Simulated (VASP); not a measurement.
A run of VASP 6.6.1:

INCAR

```
  PREC = Accurate
  ENCUT = 520
  EDIFF = 1E-6
  ISMEAR = 0
  SIGMA = 0.15
  LREAL = F
  LASPH = T
  NELM = 100
  ALGO = Fast
  ISIF = 2
  LWAVE = F
  LCHARG = T
  GGA = PE
  LELF = T
  LVHAR = T
  NBANDS = 18
```

The input KPOINTS:

```
regular mesh
0
Gamma
  24 24 12
```

The input POSCAR:

```
Cu
1.0
    2.4707442531      0.0000000000      0.0000000000
   -1.2353721265      2.1397272894      0.0000000000
    0.0000000000      0.0000000000      4.1125710000
Cu
2
Direct
    0.3333333333      0.6666666667      0.2500000000
    0.6666666667      0.3333333333      0.7500000000
```

Potentials or basis: VASP PAW PBE potentials, release 64 (Cu).

Launch:

```console
$ cat potpaw_PBE.64/Cu/POTCAR > POTCAR
$ mpirun -np 1 vasp_std > vasp.out
```

Hardware: 1 thread of Intel(R) Xeon(R) 6975P-C (Granite Rapids) (shared host).

**Question.** Estimate the wall time of this run.

**Answer.** Run time: 66 s on 1 thread of Intel(R) Xeon(R) 6975P-C (Granite Rapids) (shared host), peak memory 0.24 GiB. Counts: scf iterations 16, k points 427.
